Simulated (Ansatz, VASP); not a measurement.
## Two plane-wave programs on BaTiO3

```
Ba Ti O
1.0
     3.99806    0.00000    0.00000
     0.00000    3.99806    0.00000
     0.00000    0.00000    3.99806
Ba Ti O
1 1 3
Cartesian
  0.0000 0.0000 0.0000
  1.9990 1.9990 1.9990
  0.0000 1.9990 1.9990
  1.9990 0.0000 1.9990
  1.9990 1.9990 0.0000
```

Alike in both runs: task relaxation of cell and atoms; functional PBE; k mesh 8 × 8 × 8; occupations gaussian, width 0.02 eV; no spin polarisation.

|  | VASP | Ansatz |
| --- | --- | --- |
| version | VASP 6.6.1 | Ansatz 0.2.0 |
| potentials or method | VASP PAW PBE potentials, release 64 (Ba_sv, Ti_sv, O), cutoff 600 eV | scalar-relativistic, plane waves, PAW |
| valence electrons in the cell | 40 | 40 |

Ansatz gave:

- gap on the k mesh at the Fermi level, each at its own relaxed structure (eV): 1.78
- relaxed volume (Å³/atom): 12.99
- relaxed cell length with the largest relative difference (Å): 4.019

**Question.** What did VASP give for the same quantities?

**Answer.** gap on the k mesh at the Fermi level, each at its own relaxed structure (eV): 1.70; relaxed volume (Å³/atom): 13.11; relaxed cell length with the largest relative difference (Å): 4.032.

Spin-orbit coupling is off throughout.
